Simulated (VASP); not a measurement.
Write the native input for VASP 6.6.1 that does the following.

```yaml
Task: single point
Functional: r2SCAN
Potentials_or_basis: VASP PAW PBE potentials, release 64 (C)
Cutoff: 660 eV
k_mesh: 4 × 4 × 4
Occupations: gaussian, width 0.01 eV
Spin: no spin polarisation
Dipole_correction: no
Further_INCAR_settings: ALGO = Normal; EDIFF = 1e-06; NBANDS = 11
```

Crystal: C.

```
CELL_PARAMETERS angstrom
0.00000 1.78350 1.78350
1.78350 0.00000 1.78350
1.78350 1.78350 0.00000
ATOMIC_POSITIONS crystal
C 0.00000 0.00000 0.00000
C 0.25000 0.25000 0.25000
```

One way to write it, as run:

POSCAR

```
C
1.0
    0.0000000000      1.7835000000      1.7835000000
    1.7835000000      0.0000000000      1.7835000000
    1.7835000000      1.7835000000      0.0000000000
C
2
Direct
    0.0000000000      0.0000000000      0.0000000000
    0.2500000000      0.2500000000      0.2500000000
```

INCAR.step1

```
SYSTEM = C
PREC = Accurate
ENCUT = 660
ISMEAR = 0
SIGMA = 0.01
LREAL = .FALSE.
LASPH = .TRUE.
NELM = 120
NBANDS = 11
GGA = PE
ALGO = Normal
EDIFF = 1E-5
LWAVE = .TRUE.
LCHARG = .FALSE.
GGA_COMPAT = .FALSE.
```

INCAR.step2

```
SYSTEM = C
PREC = Accurate
ENCUT = 660
EDIFF = 1E-6
ISMEAR = 0
SIGMA = 0.01
LREAL = .FALSE.
LASPH = .TRUE.
NELM = 120
ALGO = Normal
ISIF = 2
LWAVE = .FALSE.
LCHARG = .FALSE.
METAGGA = R2SCAN
LMIXTAU = .TRUE.
NBANDS = 11
ISTART = 1
GGA_COMPAT = .FALSE.
```

KPOINTS

```
Automatic mesh
0
G
  4 4 4
  0 0 0
```

Potentials or basis: VASP PAW PBE potentials, release 64 (C).

Run with:

```bash
$ cat potpaw_PBE.64/C/POTCAR > POTCAR
$ cp INCAR.step1 INCAR
$ mpirun -np 1 vasp_std > vasp.out
$ cp INCAR.step2 INCAR
$ mpirun -np 1 vasp_std > vasp.out
```

Results of the run:

* Pressure: -1.3 GPa
* Band gap on the k mesh: 4.63 eV, indirect (least direct gap 5.83 eV)

Caveat: the k points lie up to 0.76 Å⁻¹ apart; the PAW data sets were made with another functional, which shifts forces and pressure a little.

Wall time 11 s on 1 thread of Intel(R) Xeon(R) Platinum 8488C (Sapphire Rapids), on a shared host, peak memory 0.13 GiB.
